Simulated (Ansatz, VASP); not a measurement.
**One calculation of C, two programs**

```
C
1.0
     0.00000    1.61630    1.78340
     1.95050    0.00000    1.78340
     1.95050    1.61630    0.00000
C
2
Direct
  0.50000 0.50000 0.50000
  0.75000 0.75000 0.75000
```

Change from the starting cell: strain +0.0937 x Voigt [1, -1, 0, 0, 0, 0], atoms carried along.

Alike in both runs: task single point; functional r2SCAN; k mesh 12 × 12 × 12; occupations gaussian, width 0.05 eV; no spin polarisation.

```csv
,VASP,Ansatz
version,VASP 6.6.1,Ansatz 0.2.0
potentials or method,"VASP PAW PBE potentials, release 64 (C_h), cutoff 910 eV","scalar-relativistic, plane waves, PAW"
valence electrons in the cell,8,8
```

```csv
,VASP,Ansatz,Ansatz less VASP
gap on the k mesh at the Fermi level (eV),0.78,0.78,0.000
least direct gap on the mesh (eV),3.53,3.53,+0.003
```

VASP's potentials were made for PBE, not for r2SCAN.

Noted on VASP's run: the cutoff is short for stress, so the pressure is rough.
